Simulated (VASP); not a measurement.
Runs of VASP 6.6.1 on HfO2. The structure is that of space group P6/mmm (No. 191), or close to it. The cells are those of the table. 

```csv
cell,gap on the mesh (eV),pressure (GPa)
"a = 3.250, b = 3.250, c = 3.575 Å, angles 90.0, 90.0, 120.0°, 3 atoms",none,5.7
"a = 3.560, b = 3.560, c = 2.662 Å, angles 90.0, 90.0, 120.0°, 3 atoms",none,(a)
"a = 3.500, b = 3.500, c = 2.611 Å, angles 90.0, 90.0, 120.0°, 3 atoms",none,15.3
"a = 3.584, b = 3.584, c = 2.683 Å, angles 90.0, 90.0, 120.0°, 3 atoms",none,-3.8
```

Alike in all rows: task single point; level PBE+D3(BJ); potentials or basis VASP PAW PBE potentials, release 64 (Hf_pv, O); no spin polarisation; k mesh 7 × 7 × 5; cutoff (eV) 600; smearing gaussian 0.02 eV.

Estimate the missing entries.

(a) 1.0.

Caveats: some runs use coarse meshes; three body term missing; spin-orbit coupling is left out, which moves the levels of the heavy elements; pairwise dispersion overbinds metals, which lowers pressure and volume.

A k mesh can miss the band edges, and the runs leave out spin-orbit coupling on Hf.

A gap of «none» marks levels without a gap at the run's occupations.
